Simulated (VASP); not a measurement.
# Mo16S in VASP: single point with PBE

Aim: the single point of Mo16S with PBE.

All numbers are computed with VASP 6.6.1; they aren't measurements. Logs are shortened: lines on timing, memory, paths and dates and some standing lists are left out, and cuts for length are marked.

## 1. The cell of the first run

The cell holds a slab with vacuum, 17 atoms: a = 6.321 Å, b = 6.321 Å, c = 20.088 Å, α = 90.00°, β = 90.00°, γ = 90.00°.

## 2. Single point, PBE

The input, INCAR:

```
SYSTEM = Mo16S
ALGO     = Fast           ! electronic algorithm
DIPOL    = 0.5 0.5 0.327
EDIFF    = 1E-7           ! SCF threshold, eV
ENCUT    = 520            ! plane-wave cutoff, eV
GGA      = PE             ! functional
IDIPOL   = 3            
ISIF     = 2              ! what is computed and relaxed
ISMEAR   = 0              ! smearing method
LASPH    = .TRUE.         ! aspherical terms in the spheres
LCHARG   = .TRUE.         ! write CHGCAR
LDIPOL   = .TRUE.       
LELF     = .TRUE.         ! ELF
LREAL    = Auto         
LVACPOTAV= .TRUE.       
LVHAR    = .TRUE.       
LWAVE    = .FALSE.        ! write WAVECAR
NBANDS   = 129            ! bands
NELM     = 80             ! most SCF steps
PREC     = Accurate       ! precision mode
SIGMA    = 0.1            ! smearing width, eV
```

The input, KPOINTS:

```
k-points
0
G
  4 4 1
  0 0 0
```

The input, POSCAR:

```
Mo16S
1.0
    6.3209357480      0.0000000000      0.0000000000
    0.0000000000      6.3209357480      0.0000000000
    0.0000000000      0.0000000000     20.0883894757
Mo S
16 1
Direct
    0.2500000000      0.2500000000      0.1991199944
    0.2500000000      0.7500000000      0.1991199944
    0.7500000000      0.2500000000      0.1991199944
    0.7500000000      0.7500000000      0.1991199944
    0.0000000000      0.0000000000      0.2777840375
    0.0000000000      0.5000000000      0.2777840375
    0.5000000000      0.0000000000      0.2777840375
    0.5000000000      0.5000000000      0.2777840375
    0.2500000000      0.2500000000      0.3589730511
    0.2500000000      0.7500000000      0.3589730511
    0.7500000000      0.2500000000      0.3589730511
    0.7500000000      0.7500000000      0.3589730511
    0.0000000000      0.0000000000      0.4275300161
    0.0000000000      0.5000000000      0.4275300161
    0.5000000000      0.0000000000      0.4275300161
    0.5000000000      0.5000000000      0.4275300161
    0.0625000000      0.2500000000      0.5127416262
```

Potentials or basis: VASP PAW PBE potentials, release 64 (Mo_sv, S).

Command:

```
> cat potpaw_PBE.64/Mo_sv/POTCAR potpaw_PBE.64/S/POTCAR > POTCAR
> mpirun -np 1 vasp_std > vasp.out
```

OUTCAR:

```text
SYSTEM = Mo16S
   EDIFF = 1E-7
   ENCUT = 520
   GGA = PE
   ISIF = 2
   ISMEAR = 0
   LASPH = .TRUE.
   LREAL = Auto
   NELM = 80
   PREC = Accurate

 ion  position               nearest neighbor table
   1  0.250  0.250  0.199-   5 2.74   6 2.74   7 2.74   8 2.74   2 3.16   3 3.16   2 3.16   3 3.16
                             9 3.21
   2  0.250  0.750  0.199-   5 2.74   6 2.74   7 2.74   8 2.74   1 3.16   4 3.16   1 3.16   4 3.16
                            10 3.21
   3  0.750  0.250  0.199-   5 2.74   6 2.74   7 2.74   8 2.74   1 3.16   4 3.16   4 3.16   1 3.16
                            11 3.21
   4  0.750  0.750  0.199-   5 2.74   6 2.74   7 2.74   8 2.74   2 3.16   3 3.16   3 3.16   2 3.16
                            12 3.21
   5  0.000  0.000  0.278-   1 2.74   2 2.74   3 2.74   4 2.74   9 2.77  10 2.77  11 2.77  12 2.77
                            13 3.01   7 3.16   6 3.16   6 3.16   7 3.16
   6  0.000  0.500  0.278-   1 2.74   2 2.74   3 2.74   4 2.74   9 2.77  10 2.77  11 2.77  12 2.77
                            14 3.01   8 3.16   5 3.16   5 3.16   8 3.16
   7  0.500  0.000  0.278-   1 2.74   2 2.74   3 2.74   4 2.74   9 2.77  10 2.77  11 2.77  12 2.77
                            15 3.01   8 3.16   5 3.16   8 3.16   5 3.16
   8  0.500  0.500  0.278-   1 2.74   2 2.74   3 2.74   4 2.74   9 2.77  10 2.77  11 2.77  12 2.77
                            16 3.01   7 3.16   6 3.16   7 3.16   6 3.16
   9  0.250  0.250  0.359-  13 2.63  14 2.63  15 2.63  16 2.63   5 2.77   6 2.77   7 2.77   8 2.77
                            10 3.16  11 3.16  10 3.16  11 3.16   1 3.21
  10  0.250  0.750  0.359-  13 2.63  14 2.63  15 2.63  16 2.63   5 2.77   6 2.77   7 2.77   8 2.77
                             9 3.16  12 3.16   9 3.16  12 3.16   2 3.21
  11  0.750  0.250  0.359-  13 2.63  14 2.63  15 2.63  16 2.63   5 2.77   6 2.77   7 2.77   8 2.77
                             9 3.16  12 3.16  12 3.16   9 3.16   3 3.21
  12  0.750  0.750  0.359-  13 2.63  14 2.63  15 2.63  16 2.63   5 2.77   6 2.77   7 2.77   8 2.77
                            10 3.16  11 3.16  11 3.16  10 3.16   4 3.21
  13  0.000  0.000  0.428-  17 2.36  10 2.63  11 2.63  12 2.63   9 2.63   5 3.01  15 3.16  14 3.16
                            14 3.16  15 3.16
  14  0.000  0.500  0.428-  17 2.36  10 2.63  11 2.63  12 2.63   9 2.63   6 3.01  16 3.16  13 3.16
                            13 3.16  16 3.16
  15  0.500  0.000  0.428-   9 2.63  10 2.63  11 2.63  12 2.63   7 3.01  13 3.16  16 3.16  16 3.16
                            13 3.16
  16  0.500  0.500  0.428-   9 2.63  10 2.63  11 2.63  12 2.63   8 3.01  14 3.16  15 3.16  15 3.16
                            14 3.16
  17  0.062  0.250  0.513-  13 2.36  14 2.36

  LATTYP: Found a simple tetragonal cell.
 ALAT       =     6.3209357480
 C/A-ratio  =     3.1780720888

  Lattice vectors:

 A1 = (   6.3209357480,   0.0000000000,   0.0000000000)
 A2 = (   0.0000000000,   6.3209357480,   0.0000000000)
 A3 = (   0.0000000000,   0.0000000000,  20.0883894757)

Analysis of symmetry for initial positions (statically):
=====================================================================
 Subroutine PRICEL returns:
 Original cell was already a primitive cell.

[... 161 lines left out ...]
   LORBIT       =      0    0 simple, 1 ext, 2 COOP (PROOUT), +10 PAW based schemes
   GGA     = PE    functional components
   LHFCALC =     F    Hartree Fock is set to
   AEXX    =    0.0000 exact exchange contribution
   IVDW    =     0    specifies the selected vdW correction
   LEPSILON=     F    determine dielectric tensor
   LRPA    =     F    only Hartree local field effects (RPA)
 non-spin polarized calculation
 RMM-DIIS sequential band-by-band and
 Gauss-broadening in eV      SIGMA  =   0.10
  energy-cutoff  :      520.00
  volume of cell :      802.62
 maximum number of plane-waves:     21671
 NGX is ok and might be reduce to    48
   NGX = 23   NGY = 23   NGZ = 75

 dipolmoment           0.000000      0.000000     -0.004787 electrons x Angstroem

 number of electron     230.0000020 magnetization

 dipolmoment           0.000000      0.000000      0.161196 electrons x Angstroem

 Free energy of the ion-electron system (eV)
  ---------------------------------------------------
  ext. energy  EPLUGINS =         0.00000000
  ---------------------------------------------------
  free energy    TOTEN  =      -164.94127105 eV

  energy without entropy =     -164.85485455  energy(sigma->0) =     -164.89806280

 E-fermi :   1.3073     XC(G=0):  -5.5092

 val. band max:        1.3035164333   @ k =  -0.2500   0.5000   0.0000
 cond. band min:       1.3353902929   @ k =   0.2500   0.2500   0.0000
 fundamental gap:      0.0318738596
 Fermi energy:         1.3073046889

 k-point     1 :       0.0000    0.0000    0.0000
  band No.  band energies     occupation
      1     -59.6698      2.00000
      2     -59.5272      2.00000
      3     -59.5025      2.00000
      4     -59.4918      2.00000
      5     -59.4789      2.00000
      6     -59.4615      2.00000
[... 1159 lines left out ...]
    126       2.4879      0.00000
    127       2.5868      0.00000
 [bands above 127 left out]

------------------------ aborting loop because EDIFF is reached ----------------------------------------

  FORCE on cell =-STRESS in cart. coord.  units (eV):
  Direction    XX          YY          ZZ          XY          YZ          ZX
  --------------------------------------------------------------------------------------
  -------------------------------------------------------------------------------------
  Total      -18.9961655    -20.1589646     -8.3512285      0.0000000      0.0000000      0.6316782
  in kB      -37.9200285    -40.2412009    -16.6706708      0.0000000      0.0000000      1.2609522
  external PRESSURE =     -31.6106334 kB  Pullay stress =       0.0000000 kB

 VOLUME and BASIS-vectors are now :
 -----------------------------------------------------------------------------
  energy-cutoff  :      520.00
  volume of cell :      802.62
      direct lattice vectors                 reciprocal lattice vectors
     6.320935748  0.000000000  0.000000000     0.158204424  0.000000000  0.000000000
     0.000000000  6.320935748  0.000000000     0.000000000  0.158204424  0.000000000
     0.000000000  0.000000000 20.088389476     0.000000000  0.000000000  0.049779999

 POSITION                                       TOTAL-FORCE (eV/Angst)
 -----------------------------------------------------------------------------------
      1.58023      1.58023      4.00000         0.011272      0.000000      1.923853
      1.58023      4.74070      4.00000         0.071194      0.000000      1.773219
      4.74070      1.58023      4.00000        -0.027371      0.000000      1.879597
      4.74070      4.74070      4.00000        -0.071018      0.000000      1.758113
      0.00000      0.00000      5.58023         0.025072     -0.046945     -1.884036
      0.00000      3.16047      5.58023         0.025072      0.046945     -1.884036
[... 9 lines left out ...]
      3.16047      3.16047      8.58839        -0.038154     -0.155511      0.030495
      0.39506      1.58023     10.30015         0.299881      0.000000     -0.000003
 -----------------------------------------------------------------------------------
    total drift:                                0.000077      0.000000     -0.002745

  FREE ENERGIE OF THE ION-ELECTRON SYSTEM (eV)
  ---------------------------------------------------
  free  energy   TOTEN  =      -164.9412710497 eV

  energy  without entropy=     -164.8548545525  energy(sigma->0) =     -164.89806280

 vacuum level on the upper side and lower side of the slab         5.865         5.134
```

It took 67 min on 1 thread of Oxide Virtual Turin-like, shared host; peak memory 1 GiB.

What came out:

```yaml
Free_energy: -164.9413 eV
Largest_force: 1.949 eV/Å
Band_gap_on_the_k_mesh: zero (bands 115 and 116 overlap by 0.49 eV)
```

Forces in eV/Å, atoms in the order of the input:
```
Mo   0.011  0.000  1.924
Mo   0.071  0.000  1.773
Mo  -0.027  0.000  1.880
Mo  -0.071  0.000  1.758
Mo   0.025 -0.047 -1.884
Mo   0.025  0.047 -1.884
Mo   0.053 -0.057 -1.947
Mo   0.053  0.057 -1.947
Mo   0.542  0.000 -0.629
Mo   0.475  0.000 -0.221
Mo  -0.542  0.000 -0.483
Mo  -0.850  0.000 -0.383
Mo   0.006  0.098  0.991
Mo   0.006 -0.098  0.991
Mo  -0.038  0.156  0.030
Mo  -0.038 -0.156  0.030
S    0.300  0.000  0.000
```

The gap in the log of VASP goes by the Fermi energy; the results here count the filled bands.